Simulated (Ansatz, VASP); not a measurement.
## Two plane-wave programs on V2N3

```
V N
1.0
     2.77979    0.00000    0.00000
    -1.38989    2.40737    0.00000
     0.00000    0.00000    6.19635
V N
2 3
Direct
  0.66667 0.33333 0.30212
  0.33333 0.66667 0.69788
  0.00000 0.00000 0.50403
  0.00000 0.00000 0.11147
  0.00000 0.00000 0.89659
```

Change from the starting cell: all N atoms moved +0.025 Å, as atom 3 along Cartesian [0 0 1].

Alike in both runs: task single point; functional PBEsol; k mesh 18 × 18 × 8; occupations gaussian, width 0.15 eV; no spin polarisation.

|  | VASP | Ansatz |
| --- | --- | --- |
| version | VASP 6.6.1 | Ansatz 0.2.0 |
| potentials or method | VASP PAW PBE potentials, release 64 (V_sv, N), cutoff 520 eV | scalar-relativistic, plane waves, PAW |
| valence electrons in the cell | 41 | 41 |

|  | VASP | Ansatz | Ansatz less VASP |
| --- | --- | --- | --- |
| gap on the k mesh at the Fermi level (eV) | none | none | - |
| pressure (GPa) | 1.0 | 0.2 | -0.78 |
| traceless stress, the component that is largest in VASP (GPa) | 0.26 | -0.18 | -0.441 |
| rms of the force components (eV/Å) | 0.334 | 0.331 | -0.0025 |

VASP's potentials were made for PBE, not for PBEsol. Atom by atom the forces differ by 0.025 eV/Å (rms over components). A gap of «none» marks a metal or a gap that the smearing closes. The functional is the same, so the differences come from potentials, cutoffs and numerics.
